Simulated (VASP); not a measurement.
The system is PPt.

```
CELL_PARAMETERS angstrom
3.51815 0.00000 0.00000
-1.75908 3.04681 0.00000
0.00000 0.00000 6.59829
ATOMIC_POSITIONS crystal
Pt 0.66667 0.33333 0.98792
Pt 0.33333 0.66667 0.48792
P 0.66667 0.33333 0.63728
P 0.33333 0.66667 0.13728
```

- Program: VASP 6.6.1
- Task: relaxation of shape and atoms at fixed volume
- Functional: PBEsol
- Potentials or basis: VASP PAW PBE potentials, release 64 (Pt, P)
- Cutoff: 600 eV
- k mesh: 10 × 10 × 6
- Occupations: gaussian, width 0.05 eV
- Spin: no spin polarisation

At the start: pressure 6.4 GPa; volume 17.68 Å³/atom.

Task: How do energy, volume and symmetry change on relaxing?

Result: Over 17 steps the energy falls by 18.5 meV/atom; space group P6_3mc (No. 186, to 0.1 Å) before and after.

The path:
```
step  energy change (eV)  largest force (eV/Å)  pressure (GPa)  volume (Å³)
   1              0.0000                0.1129            6.38        70.73
   2             -0.0017                0.0179            6.09        70.73
   3             -0.0017                0.0456            6.03        70.73
   4             -0.0030                0.0324            5.87        70.73
   5             -0.0040                0.0178            5.67        70.73
   6             -0.0064                0.0183            5.28        70.73
   7             -0.0211                0.1969            4.42        70.73
   8             -0.0626                0.1985            2.32        70.73
   9             -0.0382                0.0448           -3.49        70.73
  10             -0.0724                0.1399            0.97        70.73
  11             -0.0727                0.1393            0.71        70.73
  12             -0.0732                0.0362           -0.17        70.73
  13             -0.0734                0.0625            0.13        70.73
  14             -0.0734                0.0691            0.19        70.73
  15             -0.0740                0.0306            0.26        70.73
  16             -0.0741                0.0108            0.29        70.73
  17             -0.0741                0.0088            0.30        70.73
```

Final structure:
```
Pt P
1.0
     3.36634    0.00000    0.00000
    -1.68317    2.91533    0.00000
     0.00000    0.00000    7.20685
Pt P
2 2
Direct
  0.66667 0.33333 0.97927
  0.33333 0.66667 0.47927
  0.66667 0.33333 0.64593
  0.33333 0.66667 0.14593
```

Where two steps share one volume, the run began anew on that cell with a basis built for it.

Caveat: the PAW data sets were made with another functional, which shifts forces and pressure a little.
